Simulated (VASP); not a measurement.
Input of a VASP 6.6.1 run:

Contents of INCAR:

```
SYSTEM = Ge
PREC = Accurate ; ENCUT = 520
EDIFF = 1E-6 ; ISMEAR = -1
SIGMA = 0.05 ; LREAL = .False.
LASPH = .True. ; NELM = 100
ALGO = Normal ; ISIF = 2
LWAVE = .False. ; LCHARG = .True.
GGA = PS ; LELF = .True.
LVHAR = .True. ; NBANDS = 36
```

Contents of KPOINTS:

```
regular mesh
0
Gamma
  6 6 2
  0 0 0
```

The input POSCAR:

```
Ge
1.0
    4.0504050000      0.0000000000      0.0000000000
   -2.0252020000      3.5077530000      0.0000000000
    0.0000000000      0.0000000000     10.9933590000
Ge
4
Direct
    0.0000000000      0.0000000000      0.9774520000
    0.0000000000      0.0000000000      0.4774520000
    0.3333333333      0.6666666667      0.9148480000
    0.6666666667      0.3333333333      0.4148480000
```

Potentials or basis: VASP PAW PBE potentials, release 64 (Ge_d).

The run is started by

```sh
$ cat potpaw_PBE.64/Ge_d/POTCAR > POTCAR
$ mpirun -np 1 vasp_std > vasp.out
```

Q: Predict the largest force.

A: 0.163 eV/Å.

Q: What does it give for the band gap on the k mesh?

A: Zero (filled and empty bands touch).

Q: What does it give for the pressure?

A: -1.6 GPa.

Stress tensor (GPa, compression positive):
```
-2.08  0.00  0.00
 0.00 -2.08  0.00
 0.00  0.00 -0.67
```

Caveat: the PAW data sets were made with another functional, which shifts forces and pressure a little.
